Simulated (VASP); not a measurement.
# BN in VASP: further runs

The runs below take BN through electric field gradients, density of states, with PBE.

Program: VASP 6.6.1. These are calculated values, not measurements. Logs are shortened: lines on timing, memory, paths and dates and some standing lists are left out, and cuts for length are marked.

### 1 The cell of the first run

The structure is cubic, space group F-43m (No. 216). Conventional cell: a = 3.615 Å, b = 3.615 Å, c = 3.615 Å, α = 90.00°, β = 90.00°, γ = 90.00°. Within 2.1 Å of B (site symmetry -43m) lie 4 N at 1.57 Å. N (site symmetry -43m) has 4 B at 1.57 Å within 2.1 Å.

### 2 Electric field gradients, PBE

Contents of INCAR:

```
PREC = Accurate ; ENCUT = 520
EDIFF = 1E-8 ; ISMEAR = -1
SIGMA = 0.03 ; LREAL = False
LASPH = True ; NELM = 60
ALGO = Normal ; ISIF = 2
LWAVE = False ; LCHARG = False
GGA = PE ; LEFG = True
NBANDS = 11
```

Contents of KPOINTS:

```
regular mesh
0
Gamma
  13 13 13
```

Contents of POSCAR:

```
BN
1.0
    0.0000000000      1.8075000000      1.8075000000
    1.8075000000      0.0000000000      1.8075000000
    1.8075000000      1.8075000000      0.0000000000
B N
1 1
Direct
    0.0000000000      0.0000000000      0.0000000000
    0.7500000000      0.7500000000      0.7500000000
```

Potentials or basis: VASP PAW PBE potentials, release 64 (B, N).

Launch:

```
> cat potpaw_PBE.64/B/POTCAR potpaw_PBE.64/N/POTCAR > POTCAR
> mpirun -np 1 vasp_std > vasp.out
```

OUTCAR:

```text
PREC = Accurate
   ENCUT = 520
   EDIFF = 1E-8
   ISMEAR = -1
   LREAL = False
   LASPH = True
   NELM = 60
   ISIF = 2
   GGA = PE

 ion  position               nearest neighbor table
   1  0.000  0.000  0.000-   2 1.57   2 1.57   2 1.57   2 1.57
   2  0.750  0.750  0.750-   1 1.57   1 1.57   1 1.57   1 1.57

  LATTYP: Found a face centered cubic cell.
 ALAT       =     3.6150000000

  Lattice vectors:

 A1 = (   0.0000000000,   1.8075000000,   1.8075000000)
 A2 = (   1.8075000000,   0.0000000000,   1.8075000000)
 A3 = (   1.8075000000,   1.8075000000,   0.0000000000)

Analysis of symmetry for initial positions (statically):
=====================================================================
 Subroutine PRICEL returns:
 Original cell was already a primitive cell.

 Routine SETGRP: Setting up the symmetry group for a
 face centered cubic supercell.

 Subroutine GETGRP returns: Found 24 space group operations
 (whereof 24 operations were pure point group operations)
 out of a pool of 48 trial point group operations.

The static configuration has the point symmetry T_d .

Analysis of symmetry for dynamics (positions and initial velocities):
=====================================================================
 Subroutine PRICEL returns:
 Original cell was already a primitive cell.

 Routine SETGRP: Setting up the symmetry group for a
 face centered cubic supercell.

 Subroutine GETGRP returns: Found 24 space group operations
 (whereof 24 operations were pure point group operations)
 out of a pool of 48 trial point group operations.

The dynamic configuration has the point symmetry T_d .

 Subroutine INISYM returns: Found 24 space group operations
 (whereof 24 operations are pure point group operations),
 and found     1 'primitive' translations

----------------------------------------------------------------------------------------

                                     Primitive cell

  volume of cell :      11.8104

  direct lattice vectors                    reciprocal lattice vectors
     0.000000000  1.807500000  1.807500000    -0.276625173  0.276625173  0.276625173
     1.807500000  0.000000000  1.807500000     0.276625173 -0.276625173  0.276625173
     1.807500000  1.807500000  0.000000000     0.276625173  0.276625173 -0.276625173

  length of vectors
     2.556191014  2.556191014  2.556191014     0.479128854  0.479128854  0.479128854

  position of ions in fractional coordinates (direct lattice)
     0.000000000  0.000000000  0.000000000
     0.750000000  0.750000000  0.750000000

  ion indices of the primitive-cell ions
   primitive index   ion index
                 1           1
                 2           2

----------------------------------------------------------------------------------------

 KPOINTS: regular mesh

Automatic generation of k-mesh.
 Grid dimensions read from file:
 generate k-points for:   13   13   13

 Generating k-lattice:

  Cartesian coordinates                     Fractional coordinates (reciprocal lattice)
    -0.021278859  0.021278859  0.021278859     0.076923077  0.000000000  0.000000000
     0.021278859 -0.021278859  0.021278859     0.000000000  0.076923077  0.000000000
     0.021278859  0.021278859 -0.021278859     0.000000000  0.000000000  0.076923077

  Length of vectors
     0.036856066  0.036856066  0.036856066

  Shift w.r.t. Gamma in fractional coordinates (k-lattice)
     0.000000000  0.000000000  0.000000000

 Subroutine IBZKPT returns following result:
 ===========================================

 Found     84 irreducible k-points:

 Following reciprocal coordinates:
            Coordinates               Weight
  0.000000  0.000000  0.000000      1.000000
  0.076923  0.000000  0.000000      8.000000
  0.153846  0.000000  0.000000      8.000000
  0.230769  0.000000  0.000000      8.000000
  0.307692  0.000000  0.000000      8.000000
  0.384615  0.000000  0.000000      8.000000
[... 16 lines left out ...]
  0.384615  0.153846  0.000000     24.000000
  0.461538  0.153846  0.000000     24.000000
 [... further k-points ...]
   k-points           NKPTS =     84   k-points in BZ     NKDIM =     84   number of bands    NBANDS=     11
   number of dos      NEDOS =    301   number of ions     NIONS =      2
   total plane-waves  NPLWV =   8000
   dimension x,y,z NGX =    20 NGY =   20 NGZ =   20
   dimension x,y,z NGXF=    40 NGYF=   40 NGZF=   40
   ions per type =               1   1
   NGX,Y,Z   is equivalent  to a cutoff of  13.01, 13.01, 13.01 a.u.
   NGXF,Y,Z  is equivalent  to a cutoff of  26.01, 26.01, 26.01 a.u.
 SYSTEM =  unknown system
   PREC   = accura    normal or accurate (medium, high low for compatibility)
   ISTART =      0    job   : 0-new  1-cont  2-samecut
   ICHARG =      2    charge: 1-file 2-atom 10-const
   ISPIN  =      1    spin polarized calculation?
   LNONCOLLINEAR =      F non collinear calculations
   LSORBIT =      F    spin-orbit coupling
   LASPH  =      T    aspherical Exc in radial PAW
   ENCUT  =  520.0 eV  38.22 Ry    6.18 a.u.   4.75  4.75  4.75*2*pi/ulx,y,z
   NELM   =     60;   NELMIN=  2; NELMDL= -5     # of ELM steps
   EDIFF  = 0.1E-07   stopping-criterion for ELM
   LREAL  =      F    real-space projection
   EDIFFG = 0.1E-06   stopping-criterion for IOM
   NSW    =      0    number of steps for IOM
   IBRION =     -1    ionic relax: 0-MD 1-quasi-New 2-CG
   NFREE  =      0    steps in history (QN), initial steepest desc. (CG)
   ISIF   =      2    stress and relaxation
   ISYM   =      2    0-nonsym 1-usesym 2-fastsym
   POTIM  = 0.5000    time-step for ionic-motion
   TEBEG  =    0.0;   TEEND  =   0.0 temperature during run
   PSTRESS=    0.0 pullay stress
   NELECT =       8.0000    total number of electrons
   NUPDOWN=      -1.0000    fix difference up-down
   EMIN   =  10.00;   EMAX   =-10.00  energy-range for DOS
   EFERMI =   0.00;   METHOD = LEGACY
   ISMEAR =    -1;   SIGMA  =   0.03  broadening in eV -4-tet -1-fermi 0-gaus
   EFERMI_NEDOS =   21; number of points for ismear=-14 and -15
   IALGO  =     38    algorithm
   IMIX   =      4    mixing-type and parameters
     AMIX     =   0.40;   BMIX     =  1.00
     AMIX_MAG =   1.60;   BMIX_MAG =  1.00
  volume/ion in A,a.u.               =       5.91        39.85
  Fermi-wavevector in a.u.,A,eV,Ry     =   1.437749  2.716952 28.124920  2.067123
  Thomas-Fermi vector in A             =   2.556793
   LORBIT       =      0    0 simple, 1 ext, 2 COOP (PROOUT), +10 PAW based schemes
   GGA     = PE    functional components
   LHFCALC =     F    Hartree Fock is set to
   AEXX    =    0.0000 exact exchange contribution
   IVDW    =     0    specifies the selected vdW correction
   LEPSILON=     F    determine dielectric tensor
   LRPA    =     F    only Hartree local field effects (RPA)
 non-spin polarized calculation
  energy-cutoff  :      520.00
  volume of cell :       11.81
 maximum number of plane-waves:       331
   NGX =  9   NGY =  9   NGZ =  9

 number of electron       7.9999999 magnetization

 Free energy of the ion-electron system (eV)
  ---------------------------------------------------
  ext. energy  EPLUGINS =         0.00000000
  ---------------------------------------------------
  free energy    TOTEN  =       -17.44979734 eV

  energy without entropy =      -17.44979734  energy(sigma->0) =      -17.44979734

 E-fermi :   7.9211     XC(G=0): -12.8220

 val. band max:        7.4029056200   @ k =   0.0000   0.0000   0.0000
 cond. band min:      11.9367863587   @ k =   0.4615   0.4615   0.0000
 fundamental gap:      4.5338807388
 Fermi energy:         7.9211223204

 k-point     1 :       0.0000    0.0000    0.0000
  band No.  band energies     occupation
      1     -12.8278      2.00000
      2       7.4029      2.00000
      3       7.4029      2.00000
      4       7.4029      2.00000
      5      16.2228      0.00000
      6      16.2228      0.00000
      7      16.2228      0.00000
      8      17.7523      0.00000
      9      32.1553      0.00000
     10      35.1713      0.00000
     11      35.1713      0.00000

 k-point     2 :       0.0769    0.0000    0.0000
  band No.  band energies     occupation
      1     -12.6836      2.00000
      2       6.6161      2.00000
      3       7.2477      2.00000
      4       7.2477      2.00000
      5      16.4086      0.00000
      6      16.4586      0.00000
      7      16.4586      0.00000
      8      18.2347      0.00000
      9      31.9819      0.00000
     10      33.1220      0.00000
     11      33.1220      0.00000
[... 295 lines left out ...]
 k-point    24 :       0.4615    0.1538    0.0000
  band No.  band energies     occupation
      1      -8.8510      2.00000
      2      -1.8647      2.00000
      3       4.1391      2.00000
      4       4.5737      2.00000
      5      16.3014      0.00000
      6      19.5303      0.00000
      7      19.9245      0.00000
      8      22.0840      0.00000
      9      28.2714      0.00000
     10      33.6470      0.00000
     11      35.4570      0.00000

 [... further k-points ...]
[... 5 lines left out ...]
  --------------------------------------------------------------------------------------
  -------------------------------------------------------------------------------------
  Total        0.2425651      0.2425651      0.2425651     -0.0000000     -0.0000000      0.0000000
  in kB       32.9059199     32.9059199     32.9059199     -0.0000000     -0.0000000      0.0000000
  external PRESSURE =      32.9059199 kB  Pullay stress =       0.0000000 kB

 VOLUME and BASIS-vectors are now :
 -----------------------------------------------------------------------------
  energy-cutoff  :      520.00
  volume of cell :       11.81
      direct lattice vectors                 reciprocal lattice vectors
     0.000000000  1.807500000  1.807500000    -0.276625173  0.276625173  0.276625173
     1.807500000  0.000000000  1.807500000     0.276625173 -0.276625173  0.276625173
     1.807500000  1.807500000  0.000000000     0.276625173  0.276625173 -0.276625173

 POSITION                                       TOTAL-FORCE (eV/Angst)
 -----------------------------------------------------------------------------------
      0.00000      0.00000      0.00000        -0.000000     -0.000000     -0.000000
      2.71125      2.71125      2.71125         0.000000      0.000000      0.000000
 -----------------------------------------------------------------------------------
    total drift:                               -0.000000     -0.000000     -0.000000

  FREE ENERGIE OF THE ION-ELECTRON SYSTEM (eV)
  ---------------------------------------------------
  free  energy   TOTEN  =       -17.4497973409 eV

  energy  without entropy=      -17.4497973408  energy(sigma->0) =      -17.44979734

 Electric field gradients (V/A^2)
---------------------------------------------------------------------
 ion       V_xx      V_yy      V_zz      V_xy      V_xz      V_yz
---------------------------------------------------------------------
   1      -0.000     0.000     0.000    -0.000    -0.000    -0.000
   2      -0.000    -0.000     0.000    -0.000    -0.000    -0.000
---------------------------------------------------------------------

 Electric field gradients after diagonalization (V/A^2)
 (convention: |V_zz| > |V_xx| > |V_yy|)
----------------------------------------------------------------------
 ion       V_xx      V_yy      V_zz     asymmetry (V_yy - V_xx)/ V_zz
----------------------------------------------------------------------
   1       0.000     0.000    -0.000       0.000
   2       0.000     0.000    -0.000       0.000
----------------------------------------------------------------------

           NMR quadrupolar parameters

 Cq : quadrupolar parameter    Cq=e*Q*V_zz/h
 eta: asymmetry parameters     (V_yy - V_xx)/ V_zz
 Q  : nuclear electric quadrupole moment in mb (millibarn)
----------------------------------------------------------------------
 ion       Cq(MHz)       eta       Q (mb)
----------------------------------------------------------------------
   1      -0.000       0.000       1.000
   2      -0.000       0.000       1.000
----------------------------------------------------------------------
```

It took 22 s on 1 thread of AMD EPYC 7R13, shared host; peak memory 0.09 GiB.

What came out:

| Property | Result |
| --- | --- |
| Free energy | -17.4498 eV |
| Pressure | 3.3 GPa |
| Band gap on the k mesh | 4.53 eV, indirect (least direct gap 8.82 eV) |

Levels at points of the mesh, in eV from the valence-band top:
```csv
k point,band 1,band 2,band 3,band 4,band 5,band 6,band 7,band 8
"(0.00, 0.00, 0.00)",-20.23,0.00,0.00,0.00,8.82,8.82,8.82,10.35
```

Caveat: without QUAD_EFG the Cq values of the log hold for a quadrupole moment of 1 mb, not for the nuclei. A k mesh can miss the band edges.

### 3 Density of states, PBE

POSCAR is that of step 2.

Contents of INCAR.step1:

```
ALGO = Normal ; EDIFF = 1E-7
ENCUT = 520 ; GGA = PE
ISIF = 2 ; ISMEAR = -1
LASPH = T ; LCHARG = T
LREAL = F ; LWAVE = F
NBANDS = 11 ; NELM = 80
PREC = Accurate ; SIGMA = 0.03
```

Contents of KPOINTS.step1:

```
k-points
0
Gamma
  13 13 13
```

Contents of INCAR.step2:

```
ALGO = Normal ; EDIFF = 1E-7
ENCUT = 520 ; GGA = PE
ICHARG = 11 ; ISIF = 2
ISMEAR = -5 ; LASPH = T
LCHARG = F ; LORBIT = 11
LREAL = F ; LWAVE = F
NEDOS = 2001 ; NELM = 80
PREC = Accurate ; SIGMA = 0.03
```

Contents of KPOINTS.step2:

```
k-points
0
Gamma
  20 20 20
```

Potentials or basis: VASP PAW PBE potentials, release 64 (B, N).

Launch:

```
> cat potpaw_PBE.64/B/POTCAR potpaw_PBE.64/N/POTCAR > POTCAR
> cp INCAR.step1 INCAR
> cp KPOINTS.step1 KPOINTS
> mpirun -np 1 vasp_std > vasp.out
> cp INCAR.step2 INCAR
> cp KPOINTS.step2 KPOINTS
> mpirun -np 1 vasp_std > vasp.out
```

It took 48 s on 1 thread of AMD EPYC 7R13, shared host; peak memory 0.1 GiB.

The run converged. Its results:

| Property | Result |
| --- | --- |
| Valence electrons inside the program's atomic spheres | B 2.04; N 3.98 |

Levels at points of the mesh, in eV from the valence-band top:
```
           k point  band 1  band 2  band 3  band 4  band 5  band 6  band 7  band 8
(0.00, 0.00, 0.00)  -20.23    0.00    0.00    0.00    8.82    8.82    8.82   10.35
(0.50, 0.00, 0.00)  -16.01  -10.69   -1.94   -1.94   10.15   10.71   10.71   15.26
(0.50, 0.50, 0.00)  -14.65   -8.92   -4.90   -4.90    4.46    9.23   17.92   17.92
```

### 4 Electric field gradients, PBE (equal xy, yz and zx shear strains of +2 %)

Contents of INCAR:

```
  PREC = Accurate
  ENCUT = 520
  EDIFF = 1E-8
  ISMEAR = -1
  SIGMA = 0.03
  LREAL = F
  LASPH = T
  NELM = 80
  ALGO = Normal
  ISIF = 2
  LWAVE = F
  LCHARG = F
  GGA = PE
  LEFG = T
  NBANDS = 11
```

KPOINTS is that of step 2.

Contents of POSCAR:

```
BN
1.0
    0.0361500000      1.8255750000      1.8255750000
    1.8255750000      0.0361500000      1.8255750000
    1.8255750000      1.8255750000      0.0361500000
B N
1 1
Direct
    0.0000000000      0.0000000000      0.0000000000
    0.7500000000      0.7500000000      0.7500000000
```

Potentials or basis: VASP PAW PBE potentials, release 64 (B, N).

Launch:

```
> cat potpaw_PBE.64/B/POTCAR potpaw_PBE.64/N/POTCAR > POTCAR
> mpirun -np 1 vasp_std > vasp.out
```

OUTCAR:

```text
PREC = Accurate
   ENCUT = 520
   EDIFF = 1E-8
   ISMEAR = -1
   LREAL = F
   LASPH = T
   NELM = 80
   ISIF = 2
   GGA = PE

 ion  position               nearest neighbor table
   1  0.000  0.000  0.000-   2 1.55   2 1.55   2 1.55   2 1.60
   2  0.750  0.750  0.750-   1 1.55   1 1.55   1 1.55   1 1.60

  LATTYP: Found a trigonal (rhomboedric) cell.
 ALAT       =     2.5820059999
 COS(alpha) =     0.5197000882

  Lattice vectors:

 A1 = (   0.0361500000,   1.8255750000,   1.8255750000)
 A2 = (   1.8255750000,   0.0361500000,   1.8255750000)
[... 548 lines left out ...]
  free  energy   TOTEN  =       -17.4299760806 eV

  energy  without entropy=      -17.4299760806  energy(sigma->0) =      -17.42997608

 Electric field gradients (V/A^2)
---------------------------------------------------------------------
 ion       V_xx      V_yy      V_zz      V_xy      V_xz      V_yz
---------------------------------------------------------------------
   1      -0.000    -0.000     0.000     1.249     1.249     1.249
   2      -0.000    -0.000     0.000     3.263     3.263     3.263
---------------------------------------------------------------------

 Electric field gradients after diagonalization (V/A^2)
 (convention: |V_zz| > |V_xx| > |V_yy|)
----------------------------------------------------------------------
 ion       V_xx      V_yy      V_zz     asymmetry (V_yy - V_xx)/ V_zz
----------------------------------------------------------------------
   1      -1.249    -1.249     2.499       0.000
   2      -3.263    -3.263     6.527       0.000
----------------------------------------------------------------------

           NMR quadrupolar parameters

 Cq : quadrupolar parameter    Cq=e*Q*V_zz/h
 eta: asymmetry parameters     (V_yy - V_xx)/ V_zz
 Q  : nuclear electric quadrupole moment in mb (millibarn)
----------------------------------------------------------------------
 ion       Cq(MHz)       eta       Q (mb)
----------------------------------------------------------------------
   1       0.006       0.000       1.000
   2       0.016       0.000       1.000
----------------------------------------------------------------------
```

stdout:

```text
POSCAR found type information on POSCAR B N
 POSCAR found :  2 types and       2 ions
 scaLAPACK will be used
 LDA part: xc-table for (Slater+PW92), standard interpolation
 POSCAR, INCAR and KPOINTS ok, starting setup
 FFT: planning ... GRIDC
 FFT: planning ... GRID_SOFT
 FFT: planning ... GRID
 WAVECAR not read
 entering main loop
ion   1

ion   2
```

It took 17 s on 1 thread of Intel Xeon 6975P-C, shared host; peak memory 0.14 GiB.

What came out:

```
Free energy            : -17.4300 eV
Pressure               : 3.8 GPa
Largest force          : 0.023 eV/Å
Band gap on the k mesh : 4.47 eV, indirect (least direct gap 8.04 eV)
```

Forces in eV/Å, atoms in the order of the input:
```
B   -0.013 -0.013 -0.013
N    0.013  0.013  0.013
```

Levels at points of the mesh, in eV from the valence-band top:
```
           k point  band 1  band 2  band 3  band 4  band 5  band 6  band 7  band 8  band 9
(0.00, 0.00, 0.00)  -20.28   -0.14    0.00    0.00    8.04    9.05    9.05   10.54   24.71
```

Electric field gradients, principal values (V/Å²):
```tsv
atom	least	middle	greatest (by size)
1 B	-1.249	-1.249	2.499
2 N	-3.263	-3.263	6.527
```

Caveat: the cell differs from its parent crystal (equal xy, yz and zx shear strains of +2 %); without QUAD_EFG the Cq values of the log hold for a quadrupole moment of 1 mb, not for the nuclei. A k mesh can miss the band edges.

### 5 The runs side by side

| task | cell | k mesh for the DOS | occupations for the DOS | gap on the mesh (eV) | pressure (GPa) |
| --- | --- | --- | --- | --- | --- |
| electric field gradients | a = 2.556 Å, angles 60.0°, 2 atoms | - | - | 4.53 | 3.3 |
| density of states | a = 2.556 Å, angles 60.0°, 2 atoms | 20 × 20 × 20 | tetrahedron | - | - |
| electric field gradients | a = 2.582 Å, angles 58.7°, 2 atoms | - | - | 4.47 | 3.8 |

Alike in all rows: level PBE; potentials or basis VASP PAW PBE potentials, release 64 (B, N); no spin polarisation; k mesh 13 × 13 × 13; cutoff (eV) 520; smearing fermi-dirac 0.03 eV.

Total energies depend on the potentials used, so only differences within one code and one set of settings carry meaning.
